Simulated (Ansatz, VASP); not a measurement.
**InSe in VASP and in Ansatz**

File INCAR:

```
SYSTEM = InSe
PREC = Accurate
ENCUT = 520
EDIFF = 1E-7
ISMEAR = 0
SIGMA = 0.05
LREAL = .FALSE.
LASPH = .TRUE.
NELM = 60
ALGO = Normal
ISIF = 2
LWAVE = .FALSE.
LCHARG = .FALSE.
GGA = PS
NBANDS = 48
```

File KPOINTS:

```
Automatic mesh
0
G
  6 7 3
  0 0 0
```

File POSCAR:

```
InSe
1.0
    1.6051187225      0.0000000000     -4.2720903381
    0.0000000000      4.1105485099      0.0000000000
   10.4657579350      0.0000000000      3.4070824907
In Se
4 4
Direct
    0.7795881993      0.0000000000      0.3858026583
    0.1795881993      0.5000000000      0.8858026583
    0.0204118007      0.0000000000      0.6141973417
    0.6204118007      0.5000000000      0.1141973417
   -0.0137097945      0.0000000000      0.1547212196
    0.3862902055      0.5000000000      0.6547212196
    0.8137097945      0.0000000000      0.8452787804
    0.4137097945      0.5000000000      0.3452787804
```

Input for Ansatz:

```yaml
crystal:
  lattice:
    - [1.6051187225, 0.0, -4.2720903381]
    - [0.0, 4.1105485099, 0.0]
    - [10.465757935, 0.0, 3.4070824907]
  atoms:
    - { symbol: In, position: [0.7795881993, 0.0, 0.3858026583] }
    - { symbol: In, position: [0.1795881993, 0.5, 0.8858026583] }
    - { symbol: In, position: [0.0204118007, 0.0, 0.6141973417] }
    - { symbol: In, position: [0.6204118007, 0.5, 0.1141973417] }
    - { symbol: Se, position: [-0.0137097945, 0.0, 0.1547212196] }
    - { symbol: Se, position: [0.3862902055, 0.5, 0.6547212196] }
    - { symbol: Se, position: [0.8137097945, 0.0, 0.8452787804] }
    - { symbol: Se, position: [0.4137097945, 0.5, 0.3452787804] }
basis:
  ecutwfc: 420
kpoints:
  mp_grid: { grid: [6, 7, 3] }
hamiltonian:
  xc: pbesol
scf:
  occupations: { method: gaussian, width: 0.05 }
output:
  forces: true
  stress: true
  eigenvalues: true
```

Alike in both runs: task single point; functional PBEsol; k mesh 6 × 7 × 3; occupations gaussian, width 0.05 eV; no spin polarisation.

```csv
,VASP,Ansatz
version,VASP 6.6.1,Ansatz 0.2.0
potentials or method,"VASP PAW PBE potentials, release 64 (In_d, Se), cutoff 520 eV","scalar-relativistic, plane waves, PAW"
valence electrons in the cell,76,116
```

|  | VASP | Ansatz | Ansatz less VASP |
| --- | --- | --- | --- |
| gap on the k mesh at the Fermi level (eV) | 0.46 | 0.47 | +0.006 |
| least direct gap on the mesh (eV) | 0.63 | 0.63 | +0.006 |
| pressure (GPa) | 0.0 | -0.1 | -0.07 |
| traceless stress, the component that is largest in VASP (GPa) | 2.13 | 2.12 | -0.009 |
| rms of the force components (eV/Å) | 0.308 | 0.303 | -0.0045 |

VASP's potentials were made for PBE, not for PBEsol. Atom by atom the forces differ by 0.009 eV/Å (rms over components). The functional is the same, so the differences come from potentials, cutoffs and numerics. VASP's potentials hold 76 valence electrons a cell and Ansatz's 116, so a difference there can come from the potentials and not from the codes.
